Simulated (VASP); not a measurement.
# HgTe in VASP: further runs, part 2 of 2

VASP 6.6.1.

## Step 3: Single point, PBEsol (strain +0.015 along x and y, +0.000 along z)

INCAR

```
SYSTEM = HgTe
PREC = Accurate ; ENCUT = 520
EDIFF = 1E-6 ; ISMEAR = 0
SIGMA = 0.15 ; LREAL = .FALSE.
LASPH = .TRUE. ; NELM = 60
ALGO = Normal ; ISIF = 2
LWAVE = .FALSE. ; LCHARG = .FALSE.
GGA = PS ; NBANDS = 16
```

KPOINTS

```
regular mesh
0
G
  14 14 14
  0 0 0
```

POSCAR

```
HgTe
1.0
    0.0000000000      3.2718525000      3.2235000000
    3.2718525000      0.0000000000      3.2235000000
    3.2718525000      3.2718525000      0.0000000000
Hg Te
1 1
Direct
    0.0000000000      0.0000000000      0.0000000000
    0.7500000000      0.7500000000      0.7500000000
```

Potentials or basis: VASP PAW PBE potentials, release 64 (Hg, Te).

Command:

```
$ cat potpaw_PBE.64/Hg/POTCAR potpaw_PBE.64/Te/POTCAR > POTCAR
$ mpirun -np 1 vasp_std > vasp.out
```

Run time: 2.4 min. Hardware: 1 thread of AMD EPYC 9R45 (Zen 5), shared host; peak memory 0.39 GiB.

The run converged. Its results:

```yaml
Free_energy: -4.3771 eV
Pressure: 0.1 GPa
```

Stress tensor (GPa, compression positive):
```
-0.01  0.00  0.00
 0.00 -0.01  0.00
 0.00  0.00  0.22
```

Levels at points of the mesh, in eV from the Fermi level:
```tsv
k point	band 6	band 7	band 8	band 9	band 10	band 11	band 12	band 13
(0.00, 0.00, 0.00)	-6.84	-0.99	-0.15	-0.15	-0.10	4.09	4.09	4.09
(0.50, 0.00, 0.00)	-6.55	-5.52	-1.12	-1.05	0.50	4.83	4.91	6.60
(0.50, 0.50, 0.00)	-6.40	-5.44	-2.37	-2.37	1.65	2.27	7.95	8.60
(0.50, 0.00, 0.50)	-6.42	-5.50	-2.33	-2.30	1.75	2.33	7.86	8.55
```

Caveat: the cell differs from its parent crystal (strain +0.015 along x and y, +0.000 along z); the PAW data sets were made with another functional, which shifts forces and pressure a little; spin-orbit coupling is left out, which moves the levels of the heavy elements.

## Step 4: Single point, PBEsol (strain +0.015 along x and y, +0.030 along z)

INCAR

```
SYSTEM = HgTe
PREC = Accurate
ENCUT = 520
EDIFF = 1E-6
ISMEAR = 0
SIGMA = 0.15
LREAL = .FALSE.
LASPH = .TRUE.
NELM = 80
ALGO = Normal
ISIF = 2
LWAVE = .FALSE.
LCHARG = .FALSE.
GGA = PS
NBANDS = 16
```

KPOINTS

```
Automatic mesh
0
G
  14 14 14
  0 0 0
```

POSCAR

```
HgTe
1.0
    0.0000000000      3.2718525000      3.3202050000
    3.2718525000      0.0000000000      3.3202050000
    3.2718525000      3.2718525000      0.0000000000
Hg Te
1 1
Direct
    0.0000000000      0.0000000000      0.0000000000
    0.7500000000      0.7500000000      0.7500000000
```

Potentials or basis: VASP PAW PBE potentials, release 64 (Hg, Te).

Command:

```
$ cat potpaw_PBE.64/Hg/POTCAR potpaw_PBE.64/Te/POTCAR > POTCAR
$ mpirun -np 1 vasp_std > vasp.out
```

OUTCAR:

```text
SYSTEM = HgTe
   PREC = Accurate
   ENCUT = 520
   EDIFF = 1E-6
   ISMEAR = 0
   LREAL = .FALSE.
   LASPH = .TRUE.
   NELM = 80
   ISIF = 2
   GGA = PS

 ion  position               nearest neighbor table
   1  0.000  0.000  0.000-   2 2.85   2 2.85   2 2.85   2 2.85
   2  0.750  0.750  0.750-   1 2.85   1 2.85   1 2.85   1 2.85

  LATTYP: Found a body centered tetragonal cell.
 ALAT       =     4.6270981796
 C/A-ratio  =     1.4351132702

  Lattice vectors:

[... 644 lines left out ...]

  FORCE on cell =-STRESS in cart. coord.  units (eV):
  Direction    XX          YY          ZZ          XY          YZ          ZX
  --------------------------------------------------------------------------------------
  -------------------------------------------------------------------------------------
  Total       -0.4481872     -0.4481872     -0.5599272      0.0000000      0.0000000      0.0000000
  in kB      -10.1015427    -10.1015427    -12.6200139      0.0000000      0.0000000      0.0000000
  external PRESSURE =     -10.9410331 kB  Pullay stress =       0.0000000 kB

 VOLUME and BASIS-vectors are now :
 -----------------------------------------------------------------------------
  energy-cutoff  :      520.00
  volume of cell :       71.09
      direct lattice vectors                 reciprocal lattice vectors
     0.000000000  3.271852500  3.320205000    -0.152818625  0.152818625  0.150593111
     3.271852500  0.000000000  3.320205000     0.152818625 -0.152818625  0.150593111
     3.271852500  3.271852500  0.000000000     0.152818625  0.152818625 -0.150593111

 POSITION                                       TOTAL-FORCE (eV/Angst)
 -----------------------------------------------------------------------------------
      0.00000      0.00000      0.00000        -0.000000     -0.000000      0.000000
      4.90778      4.90778      4.98031         0.000000      0.000000     -0.000000
 -----------------------------------------------------------------------------------
    total drift:                                0.000000      0.000000     -0.000000

  FREE ENERGIE OF THE ION-ELECTRON SYSTEM (eV)
  ---------------------------------------------------
  free  energy   TOTEN  =        -4.3706229037 eV

  energy  without entropy=       -4.3703042487  energy(sigma->0) =       -4.37046358
```

It took 2.5 min on 1 thread of AMD EPYC 9R45 (Zen 5), shared host; peak memory 0.4 GiB.

What came out:

```
Free energy            : -4.3706 eV
Pressure               : -1.1 GPa
Band gap on the k mesh : zero (filled and empty bands touch)
```

Stress tensor (GPa, compression positive):
```
-1.01  0.00  0.00
 0.00 -1.01  0.00
 0.00  0.00 -1.26
```

Levels at points of the mesh, in eV from the Fermi level:
| k point | band 6 | band 7 | band 8 | band 9 | band 10 | band 11 | band 12 | band 13 |
| --- | --- | --- | --- | --- | --- | --- | --- | --- |
| (0.00, 0.00, 0.00) | -6.71 | -1.05 | -0.16 | -0.11 | -0.11 | 4.14 | 4.14 | 4.14 |
| (0.50, 0.00, 0.00) | -6.44 | -5.33 | -1.06 | -0.99 | 0.51 | 4.86 | 4.94 | 6.59 |
| (0.50, 0.50, 0.00) | -6.33 | -5.37 | -2.17 | -2.17 | 1.80 | 2.42 | 7.73 | 8.47 |
| (0.50, 0.00, 0.50) | -6.31 | -5.30 | -2.24 | -2.21 | 1.70 | 2.37 | 7.82 | 8.43 |

Caveat: the cell differs from its parent crystal (strain +0.015 along x and y, +0.030 along z); semilocal functionals underestimate gaps, so a narrow gap can read as zero; the PAW data sets were made with another functional, which shifts forces and pressure a little; spin-orbit coupling is left out, which moves the levels of the heavy elements.

## Step 5: Single point, PBEsol (strain +0.030 along x and y, +0.015 along z)

INCAR

```
SYSTEM = HgTe
  ALGO = Normal
  EDIFF = 1E-6
  ENCUT = 520
  GGA = PS
  ISIF = 2
  ISMEAR = 0
  LASPH = .TRUE.
  LCHARG = .FALSE.
  LREAL = .FALSE.
  LWAVE = .FALSE.
  NBANDS = 16
  NELM = 60
  PREC = Accurate
  SIGMA = 0.15
```

KPOINTS

```
k-points
0
G
  14 14 14
  0 0 0
```

POSCAR

```
HgTe
1.0
    0.0000000000      3.3202050000      3.2718525000
    3.3202050000      0.0000000000      3.2718525000
    3.3202050000      3.3202050000      0.0000000000
Hg Te
1 1
Direct
    0.0000000000      0.0000000000      0.0000000000
    0.7500000000      0.7500000000      0.7500000000
```

Command:

```
$ cat potpaw_PBE.64/Hg/POTCAR potpaw_PBE.64/Te/POTCAR > POTCAR
$ mpirun -np 1 vasp_std > vasp.out
```

It took 3.1 min on 1 thread of Intel Xeon Platinum 8259CL at 2.50GHz (Skylake/Cascade Lake), shared host; peak memory 0.43 GiB.

The run converged. Its results:

```yaml
Free_energy: -4.3620 eV
Pressure: -1.6 GPa
```

Stress tensor (GPa, compression positive):
```
-1.69  0.00  0.00
 0.00 -1.69  0.00
 0.00  0.00 -1.44
```

Levels at points of the mesh, in eV from the Fermi level:
| k point | band 5 | band 6 | band 7 | band 8 | band 9 | band 10 | band 11 | band 12 | band 13 | band 14 |
| --- | --- | --- | --- | --- | --- | --- | --- | --- | --- | --- |
| (0.00, 0.00, 0.00) | -6.65 | -6.64 | -1.08 | -0.14 | -0.14 | -0.10 | 4.16 | 4.17 | 4.17 | 6.21 |
| (0.50, 0.00, 0.00) | -6.63 | -6.39 | -5.24 | -1.03 | -0.97 | 0.51 | 4.88 | 4.95 | 6.58 | 7.51 |
| (0.50, 0.50, 0.00) | -6.59 | -6.25 | -5.20 | -2.19 | -2.19 | 1.67 | 2.39 | 7.80 | 8.42 | 8.42 |
| (0.50, 0.00, 0.50) | -6.59 | -6.28 | -5.26 | -2.15 | -2.12 | 1.77 | 2.44 | 7.71 | 8.37 | 8.45 |

Caveat: the cell differs from its parent crystal (strain +0.030 along x and y, +0.015 along z); the PAW data sets were made with another functional, which shifts forces and pressure a little; spin-orbit coupling is left out, which moves the levels of the heavy elements.

## Step 6: Single point, PBEsol (strain +0.030 along x and y, +0.030 along z)

INCAR

```
PREC = Accurate ; ENCUT = 520
EDIFF = 1E-6 ; ISMEAR = 0
SIGMA = 0.15 ; LREAL = False
LASPH = True ; NELM = 80
ALGO = Normal ; ISIF = 2
LWAVE = False ; LCHARG = False
GGA = PS ; NBANDS = 16
```

KPOINTS

```
regular mesh
0
Gamma
  14 14 14
```

POSCAR

```
HgTe
1.0
    0.0000000000      3.3202050000      3.3202050000
    3.3202050000      0.0000000000      3.3202050000
    3.3202050000      3.3202050000      0.0000000000
Hg Te
1 1
Direct
    0.0000000000      0.0000000000      0.0000000000
    0.7500000000      0.7500000000      0.7500000000
```

Potentials or basis: VASP PAW PBE potentials, release 64 (Hg, Te).

Command:

```
$ cat potpaw_PBE.64/Hg/POTCAR potpaw_PBE.64/Te/POTCAR > POTCAR
$ mpirun -np 1 vasp_std > vasp.out
```

It took 40 s on 1 thread of Intel Xeon 6975P-C (Granite Rapids), shared host; peak memory 0.29 GiB.

The run converged. Its results:

| Quantity | Value |
| --- | --- |
| Free energy | -4.3505 eV |
| Pressure | -2.1 GPa |
| Band gap on the k mesh | zero (filled and empty bands touch) |

Levels at points of the mesh, in eV from the Fermi level:
```csv
k point,band 7,band 8,band 9,band 10,band 11,band 12
"(0.00, 0.00, 0.00)",-1.11,-0.13,-0.13,-0.13,4.19,4.19
"(0.50, 0.00, 0.00)",-5.15,-0.97,-0.97,0.51,4.93,4.93
"(0.50, 0.50, 0.00)",-5.17,-2.09,-2.09,1.73,2.46,7.69
```

Caveat: the cell differs from its parent crystal (strain +0.030 along x and y, +0.030 along z); semilocal functionals underestimate gaps, so a narrow gap can read as zero; the PAW data sets were made with another functional, which shifts forces and pressure a little; spin-orbit coupling is left out, which moves the levels of the heavy elements.

## Step 7: Overview

```csv
cell,gap on the mesh (eV),pressure (GPa)
"a = 4.594, b = 4.594, c = 4.490 Å, angles 60.7, 60.7, 58.5°, 2 atoms",none,1.4
"a = 4.593, b = 4.593, c = 4.627 Å, angles 59.8, 59.8, 60.5°, 2 atoms",-,0.1
"a = 4.661, b = 4.661, c = 4.627 Å, angles 60.2, 60.2, 59.5°, 2 atoms",none,-1.1
"a = 4.661, b = 4.661, c = 4.695 Å, angles 59.8, 59.8, 60.5°, 2 atoms",-,-1.6
"a = 4.695 Å, angles 60.0°, 2 atoms",none,-2.1
```

Alike in all rows: task single point; level PBEsol; potentials or basis VASP PAW PBE potentials, release 64 (Hg, Te); no spin polarisation; k mesh 14 × 14 × 14; cutoff (eV) 520; smearing gaussian 0.15 eV.

Caveats: the PAW data sets were made with another functional, which shifts forces and pressure a little; spin-orbit coupling is left out, which moves the levels of the heavy elements; semilocal functionals underestimate gaps, so a narrow gap can read as zero (at least some runs).

Absolute energies hang on the potentials; compare differences alone.
